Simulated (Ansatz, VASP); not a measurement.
# One calculation of BaRhS3, two programs

```
CELL_PARAMETERS angstrom
4.82173 0.00000 0.00000
0.00000 4.82173 0.00000
0.00000 0.00000 4.82173
ATOMIC_POSITIONS crystal
Ba 0.50000 0.50000 0.50000
Rh 0.00000 0.00000 0.00000
S 0.50000 0.00000 0.00000
S 0.00000 0.50000 0.00000
S 0.00000 0.00000 0.50000
```

Alike in both runs: task single point; functional PBE; k mesh 4 × 4 × 4; occupations gaussian, width 0.1 eV; collinear spin.

```csv
,VASP,Ansatz
version,VASP 6.6.1,Ansatz 0.2.0
potentials or method,"VASP PAW PBE potentials, release 64 (Ba_sv, Rh_pv, S), cutoff 520 eV","scalar-relativistic, plane waves, PAW"
valence electrons in the cell,43,45
```

```csv
,VASP,Ansatz,Ansatz less VASP
gap on the k mesh at the Fermi level (eV),none,none,-
pressure (GPa),-0.5,-0.8,-0.34
net moment per atom (μB),0.36,0.37,+0.003
size of the moment on the site where the two differ most (μB),0.82,0.77,-0.053
```

Site moments also hang on the region over which each program counts them. A gap of «none» marks a metal or a gap that the smearing closes. With one functional, cell and mesh, what is left measures potentials, basis and numerics. VASP's potentials hold 43 valence electrons a cell and Ansatz's 45, so a difference there can come from the potentials and not from the codes.

Neither program's run includes spin-orbit coupling.
